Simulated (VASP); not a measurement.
# BP (zinc blende) (F-43m) in VASP: a series of runs, part 2 of 2

VASP 6.6.1.

### Step 4. Single point, PBEsol (volume scaled by 0.8)

File INCAR:

```
PREC = Accurate
ENCUT = 500
EDIFF = 1E-6
ISMEAR = 0
SIGMA = 0.01
LREAL = F
LASPH = T
NELM = 120
ALGO = Normal
ISIF = 2
LWAVE = F
LCHARG = F
GGA = PS
NBANDS = 11
GGA_COMPAT = F
```

File KPOINTS:

```
regular mesh
0
Gamma
  10 10 10
```

File POSCAR:

```
BP
1.0
    0.0000000000      2.1049605360      2.1049605360
    2.1049605360      0.0000000000      2.1049605360
    2.1049605360      2.1049605360      0.0000000000
B P
1 1
Direct
    0.0000000000      0.0000000000      0.0000000000
    0.2500000000      0.2500000000      0.2500000000
```

Potentials or basis: VASP PAW PBE potentials, release 64 (B, P).

Command:

```sh
> cat potpaw_PBE.64/B/POTCAR potpaw_PBE.64/P/POTCAR > POTCAR
> mpirun -np 1 vasp_std > vasp.out
```

OUTCAR:

```text
PREC = Accurate
   ENCUT = 500
   EDIFF = 1E-6
   ISMEAR = 0
   LREAL = F
   LASPH = T
   NELM = 120
   ISIF = 2
   GGA = PS

 ion  position               nearest neighbor table
   1  0.000  0.000  0.000-   2 1.82   2 1.82   2 1.82   2 1.82
   2  0.250  0.250  0.250-   1 1.82   1 1.82   1 1.82   1 1.82

  LATTYP: Found a face centered cubic cell.
 ALAT       =     4.2099210720

  Lattice vectors:

 A1 = (   0.0000000000,   2.1049605360,   2.1049605360)
 A2 = (   2.1049605360,   0.0000000000,   2.1049605360)
 A3 = (   2.1049605360,   2.1049605360,   0.0000000000)

Analysis of symmetry for initial positions (statically):
=====================================================================
 Subroutine PRICEL returns:
 Original cell was already a primitive cell.

 Routine SETGRP: Setting up the symmetry group for a
 face centered cubic supercell.

 Subroutine GETGRP returns: Found 24 space group operations
 (whereof 24 operations were pure point group operations)
 out of a pool of 48 trial point group operations.

The static configuration has the point symmetry T_d .

Analysis of symmetry for dynamics (positions and initial velocities):
=====================================================================
 Subroutine PRICEL returns:
 Original cell was already a primitive cell.

 Routine SETGRP: Setting up the symmetry group for a
 face centered cubic supercell.

 Subroutine GETGRP returns: Found 24 space group operations
 (whereof 24 operations were pure point group operations)
 out of a pool of 48 trial point group operations.

The dynamic configuration has the point symmetry T_d .

 Subroutine INISYM returns: Found 24 space group operations
 (whereof 24 operations are pure point group operations),
 and found     1 'primitive' translations

----------------------------------------------------------------------------------------

                                     Primitive cell

  volume of cell :      18.6536

  direct lattice vectors                    reciprocal lattice vectors
     0.000000000  2.104960536  2.104960536    -0.237534144  0.237534144  0.237534144
[... 118 lines left out ...]
 Gauss-broadening in eV      SIGMA  =   0.01
  energy-cutoff  :      500.00
  volume of cell :       18.65
 maximum number of plane-waves:       495
 NGX is ok and might be reduce to    24
   NGX = 11   NGY = 11   NGZ = 11

 number of electron       8.0000000 magnetization

 Free energy of the ion-electron system (eV)
  ---------------------------------------------------
  ext. energy  EPLUGINS =         0.00000000
  ---------------------------------------------------
  free energy    TOTEN  =       -13.03994421 eV

  energy without entropy =      -13.03994421  energy(sigma->0) =      -13.03994421

 E-fermi :  10.4141     XC(G=0): -12.0176

 val. band max:       10.2647705831   @ k =   0.0000   0.0000   0.0000
 cond. band min:      11.0168873142   @ k =   0.5000   0.5000   0.0000
 fundamental gap:      0.7521167311
 Fermi energy:        10.4140653151

 k-point     1 :       0.0000    0.0000    0.0000
  band No.  band energies     occupation
      1      -7.3680      2.00000
      2      10.2648      2.00000
      3      10.2648      2.00000
      4      10.2648      2.00000
      5      14.0901      0.00000
      6      14.0901      0.00000
      7      14.0901      0.00000
      8      21.1676      0.00000
      9      23.1309      0.00000
     10      23.1309      0.00000
     11      23.3671      0.00000
[... 309 lines left out ...]
 k-point    24 :       0.4000    0.3000    0.0000
  band No.  band energies     occupation
      1      -3.8052      2.00000
      2       3.6223      2.00000
      3       5.3231      2.00000
      4       6.0137      2.00000
      5      11.8089      0.00000
      6      13.6918      0.00000
      7      21.2436      0.00000
      8      21.5169      0.00000
      9      26.9793      0.00000
     10      27.0044      0.00000
     11      30.8595      0.00000

 [... further k-points ...]

------------------------ aborting loop because EDIFF is reached ----------------------------------------

  FORCE on cell =-STRESS in cart. coord.  units (eV):
  Direction    XX          YY          ZZ          XY          YZ          ZX
  --------------------------------------------------------------------------------------
  -------------------------------------------------------------------------------------
  Total        6.2575760      6.2575760      6.2575760      0.0000000     -0.0000000      0.0000000
  in kB      537.4707614    537.4707614    537.4707614      0.0000000     -0.0000000      0.0000000
  external PRESSURE =     537.4707614 kB  Pullay stress =       0.0000000 kB

 VOLUME and BASIS-vectors are now :
 -----------------------------------------------------------------------------
  energy-cutoff  :      500.00
  volume of cell :       18.65
      direct lattice vectors                 reciprocal lattice vectors
     0.000000000  2.104960536  2.104960536    -0.237534144  0.237534144  0.237534144
     2.104960536  0.000000000  2.104960536     0.237534144 -0.237534144  0.237534144
     2.104960536  2.104960536  0.000000000     0.237534144  0.237534144 -0.237534144

 POSITION                                       TOTAL-FORCE (eV/Angst)
 -----------------------------------------------------------------------------------
      0.00000      0.00000      0.00000        -0.000000     -0.000000      0.000000
      1.05248      1.05248      1.05248         0.000000      0.000000     -0.000000
 -----------------------------------------------------------------------------------
    total drift:                               -0.000000     -0.000000     -0.000000

  FREE ENERGIE OF THE ION-ELECTRON SYSTEM (eV)
  ---------------------------------------------------
  free  energy   TOTEN  =       -13.0399442144 eV

  energy  without entropy=      -13.0399442144  energy(sigma->0) =      -13.03994421
```

OSZICAR:

```text
N       E                     dE             d eps       ncg     rms          rms(c)
DAV:   1     0.877993994393E+01    0.87799E+01   -0.41180E+03  1034   0.657E+02
DAV:   2    -0.137431582084E+02   -0.22523E+02   -0.21151E+02  1370   0.115E+02
DAV:   3    -0.143157772518E+02   -0.57262E+00   -0.57057E+00  1293   0.154E+01
DAV:   4    -0.143176931173E+02   -0.19159E-02   -0.19158E-02  1229   0.102E+00
DAV:   5    -0.143176998075E+02   -0.66902E-05   -0.66901E-05  1269   0.586E-02    0.971E+00
DAV:   6    -0.132393913376E+02    0.10783E+01   -0.19456E+00  1175   0.673E+00    0.516E+00
DAV:   7    -0.130504260835E+02    0.18897E+00   -0.53329E-01  1286   0.370E+00    0.151E+00
DAV:   8    -0.130397752637E+02    0.10651E-01   -0.33750E-02  1221   0.115E+00    0.225E-01
DAV:   9    -0.130399051363E+02   -0.12987E-03   -0.66101E-04  1181   0.191E-01    0.139E-01
DAV:  10    -0.130399409383E+02   -0.35802E-04   -0.86843E-05  1189   0.565E-02    0.228E-02
DAV:  11    -0.130399440141E+02   -0.30758E-05   -0.56153E-06  1239   0.142E-02    0.323E-02
DAV:  12    -0.130399442144E+02   -0.20028E-06   -0.12477E-06   706   0.553E-03
   1 F= -.13039944E+02 E0= -.13039944E+02  d E =-.268492-101
```

Run time: 6.1 s. Hardware: 1 thread of AMD EPYC 9R45 (Zen 5), shared host; peak memory 0.1 GiB.

What came out:

```
Free energy            : -13.0399 eV
Pressure               : 53.7 GPa
Band gap on the k mesh : 0.75 eV, indirect (least direct gap 3.83 eV)
```

Levels at points of the mesh, in eV from the valence-band top:
```
           k point  band 1  band 2  band 3  band 4  band 5  band 6  band 7  band 8
(0.00, 0.00, 0.00)  -17.63    0.00    0.00    0.00    3.83    3.83    3.83   10.90
(0.50, 0.00, 0.00)  -13.34  -10.82   -2.01   -2.01    4.81    4.81    5.19   10.71
(0.50, 0.50, 0.00)  -11.51   -9.80   -4.97   -4.97    0.75    1.36   14.30   14.30
```

Caveat: the PAW data sets were made with another functional, which shifts forces and pressure a little. A k mesh can miss the band edges.

### Step 5. The runs side by side

```tsv
cell	gap on the mesh (eV)	pressure (GPa)
a = 2.926 Å, angles 60.0°, 2 atoms	0.64	73.1
a = 3.026 Å, angles 60.0°, 2 atoms	0.86	38.0
a = 2.977 Å, angles 60.0°, 2 atoms	0.75	53.7
```

Alike in all rows: task single point; level PBEsol; potentials or basis VASP PAW PBE potentials, release 64 (B, P); no spin polarisation; k mesh 10 × 10 × 10; cutoff (eV) 500; smearing gaussian 0.01 eV.

Caveats: the PAW data sets were made with another functional, which shifts forces and pressure a little.

Total energies depend on the potentials used, so only differences within one code and one set of settings carry meaning.
